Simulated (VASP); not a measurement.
Set up this calculation in VASP 6.6.1, as the native input.

* Task: relaxation of cell and atoms
* Functional: PBE
* Potentials or basis: VASP PAW PBE potentials, release 64 (K_sv, C)
* Cutoff: 600 eV
* k mesh: 6 × 6 × 6
* Occupations: gaussian, width 0.1 eV
* Spin: no spin polarisation
* Dipole correction: no
* Further INCAR settings: ALGO = Normal; EDIFF = 1e-06; IBRION = 2; EDIFFG = -0.04; NSW = 90; ISIF = 3

The structure of KC2 lies in POSCAR:

```
KC2
1.0
   -2.0257601818      2.0257601818      3.3224550025
    2.0257601818     -2.0257601818      3.3224550025
    2.0257601818      2.0257601818     -3.3224550025
K C
1 2
Direct
    0.0000000000      0.0000000000      0.0000000000
    0.5930000000      0.5930000000      0.0000000000
    0.4070000000      0.4070000000      0.0000000000
```

These files were run (other wordings do the same):

INCAR

```
  ALGO = Normal
  EDIFF = 1E-6
  EDIFFG = -0.04
  ENCUT = 600
  GGA = PE
  IBRION = 2
  ISIF = 3
  ISMEAR = 0
  LASPH = True
  LCHARG = False
  LREAL = False
  LWAVE = False
  NELM = 80
  NSW = 90
  PREC = Accurate
  SIGMA = 0.1
```

KPOINTS

```
k-points
0
Gamma
  6 6 6
```

Potentials or basis: VASP PAW PBE potentials, release 64 (K_sv, C).

Launch:

```bash
$ cat potpaw_PBE.64/K_sv/POTCAR potpaw_PBE.64/C/POTCAR > POTCAR
$ mpirun -np 1 vasp_std > vasp.out
```

Results of the run:

- Relaxed volume: 23.72 Å³/atom
- Relaxed cell: a = 4.810 Å, b = 4.810 Å, c = 4.810 Å, α = 125.49°, β = 125.49°, γ = 80.73°
- Space group after relaxing (to 0.05 Å): I4/mmm (No. 139)
- Energy gained by relaxing: 100.3 meV/atom
- Ionic steps: 9
- Pressure after relaxing: -0.1 GPa
- Largest force after relaxing: 0.024 eV/Å

Caveat: the k points lie up to 0.34 Å⁻¹ apart in the final cell; the volume moved by over 15 % at a fixed basis, so the end points are rough.

Run time: 110 s on 1 thread of Intel(R) Xeon(R) Platinum 8488C (Sapphire Rapids), on a shared host, peak memory 0.22 GiB.
